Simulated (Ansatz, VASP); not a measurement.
## Ba3Ti2O8 in VASP and in Ansatz

```
Ba Ti O
1.0
     2.09745   -2.23825   -4.81044
     0.00000    3.06742   -4.81044
     5.66183    2.23825    4.81044
Ba Ti O
3 2 8
Cartesian
  0.0000 0.0000 0.0000
  3.9168 1.5484 0.9873
  3.8425 1.5190 -5.7978
  2.1160 0.8365 -2.8498
  5.6433 2.2309 -1.9606
  6.2554 2.4729 1.5769
  1.5039 0.5945 -6.3873
  2.2926 0.9063 -1.1709
  3.3059 -0.1750 -3.4948
  2.2926 2.3882 -3.4948
  5.4667 2.1611 -3.6396
  5.4667 0.6792 -1.3157
  4.4534 3.2424 -1.3157
```

Alike in both runs: task single point; functional r2SCAN; k mesh 7 × 7 × 7; no spin polarisation.

```csv
,VASP,Ansatz
version,VASP 6.6.1,Ansatz 0.2.0
potentials or method,"VASP PAW PBE potentials, release 64 (Ba_sv, Ti_sv, O), cutoff 520 eV",PAW plane waves
occupations,"fermi-dirac, width 0.1 eV",fermi-dirac
valence electrons in the cell,102,102
```

```tsv
	VASP	Ansatz	Ansatz less VASP
pressure (GPa)	22.2	20.5	-1.74
traceless stress, the component that is largest in VASP (GPa)	0.40	0.05	-0.354
rms of the force components (eV/Å)	2.220	2.172	-0.0476
```

VASP's potentials were made for PBE, not for r2SCAN. Atom by atom the forces differ by 0.050 eV/Å (rms over components). Ansatz's warnings: structure snapped to symmetry.

Neither program's run includes spin-orbit coupling.
